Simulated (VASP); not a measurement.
Set up this calculation in VASP 6.6.1, as the native input.

```
Task                   : relaxation of cell and atoms
Functional             : PBE
Potentials or basis    : VASP PAW PBE potentials, release 64 (Hf_pv, N)
Cutoff                 : 600 eV
k mesh                 : 15 × 15 × 15
Occupations            : fermi-dirac, width 0.08 eV
Spin                   : no spin polarisation
Target pressure        : 200 GPa
Dipole correction      : no
Further INCAR settings : ALGO = Normal; EDIFF = 1e-06; IBRION = 2; EDIFFG = -0.005; NSW = 60; ISIF = 3
```

The structure of HfN (CsCl type) lies in POSCAR:

```
HfN
1.0
    2.5138433473      0.0000000000      0.0000000000
    0.0000000000      2.5138433473      0.0000000000
    0.0000000000      0.0000000000      2.5138433473
Hf N
1 1
Direct
    0.0000000000      0.0000000000      0.0000000000
    0.5000000000      0.5000000000      0.5000000000
```

The input as run:

INCAR

```
SYSTEM = HfN
  PREC = Accurate
  ENCUT = 600
  EDIFF = 1E-6
  ISMEAR = -1
  SIGMA = 0.08
  LREAL = .FALSE.
  LASPH = .TRUE.
  NELM = 80
  ALGO = Normal
  ISIF = 3
  LWAVE = .FALSE.
  LCHARG = .FALSE.
  GGA = PE
  IBRION = 2
  NSW = 60
  EDIFFG = -0.005
  PSTRESS = 2000.0
```

KPOINTS

```
regular mesh
0
G
  15 15 15
  0 0 0
```

Potentials or basis: VASP PAW PBE potentials, release 64 (Hf_pv, N).

Command:

```bash
$ cat potpaw_PBE.64/Hf_pv/POTCAR potpaw_PBE.64/N/POTCAR > POTCAR
$ mpirun -np 1 vasp_std > vasp.out
```

It gave:

```json
{
 "Relaxed volume": "7.65 Å³/atom",
 "Relaxed cell": "a = 2.483 Å, b = 2.483 Å, c = 2.483 Å, α = 90.00°, β = 90.00°, γ = 90.00°",
 "Space group after relaxing (to 0.05 Å)": "Pm-3m (No. 221)",
 "Energy change on relaxing (the enthalpy is what falls)": "+329.6 meV/atom",
 "Ionic steps": "7",
 "Pressure after relaxing": "200.0 GPa"
}
```

Caveat: the cell is relaxed towards a set pressure, so the enthalpy falls and the energy may rise.

Run time: 51 s on 1 thread of Intel Xeon 6975P-C, on a shared host, peak memory 0.16 GiB.
